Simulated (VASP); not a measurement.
A run of VASP 6.6.1:

Contents of POSCAR:

```
Na3Ga
1.0
    4.7995049289      0.0000000000      0.0000000000
    0.0000000000      4.7995049289      0.0000000000
    0.0000000000      0.0000000000      4.7995049289
Na Ga
3 1
Direct
    0.5000000000      0.0000000000      0.5000000000
    0.0000000000      0.5000000000      0.5000000000
    0.5000000000      0.5000000000      0.0000000000
    0.0000000000      0.0000000000      0.0000000000
```

INCAR.step1

```
SYSTEM = Na3Ga
  PREC = Accurate
  ENCUT = 520
  ISMEAR = -1
  SIGMA = 0.1
  LREAL = .False.
  LASPH = .True.
  NELM = 80
  NBANDS = 25
  GGA = PE
  ALGO = Normal
  EDIFF = 1E-4
  LWAVE = .True.
  LCHARG = .False.
```

INCAR.step2

```
SYSTEM = Na3Ga
  PREC = Accurate
  ENCUT = 520
  EDIFF = 1E-7
  ISMEAR = -1
  SIGMA = 0.1
  LREAL = .False.
  LASPH = .True.
  NELM = 80
  ALGO = Normal
  ISIF = 2
  LWAVE = .False.
  LCHARG = .False.
  METAGGA = R2SCAN
  LMIXTAU = .True.
  NBANDS = 25
  ISTART = 1
```

KPOINTS

```
regular mesh
0
Gamma
  5 5 5
  0 0 0
```

Potentials or basis: VASP PAW PBE potentials, release 64 (Na_pv, Ga_d).

Run with:

```sh
$ cat potpaw_PBE.64/Na_pv/POTCAR potpaw_PBE.64/Ga_d/POTCAR > POTCAR
$ cp INCAR.step1 INCAR
$ mpirun -np 1 vasp_std > vasp.out
$ cp INCAR.step2 INCAR
$ mpirun -np 1 vasp_std > vasp.out
```

Hardware: 1 thread of Intel(R) Xeon(R) 6975P-C (Granite Rapids), on a shared host.

**Question.** How long does it take, and how much memory?

**Answer.** Wall time 50 s on 1 thread of Intel(R) Xeon(R) 6975P-C (Granite Rapids), with other jobs on the host, peak memory 0.21 GiB. Counts: k points 10.
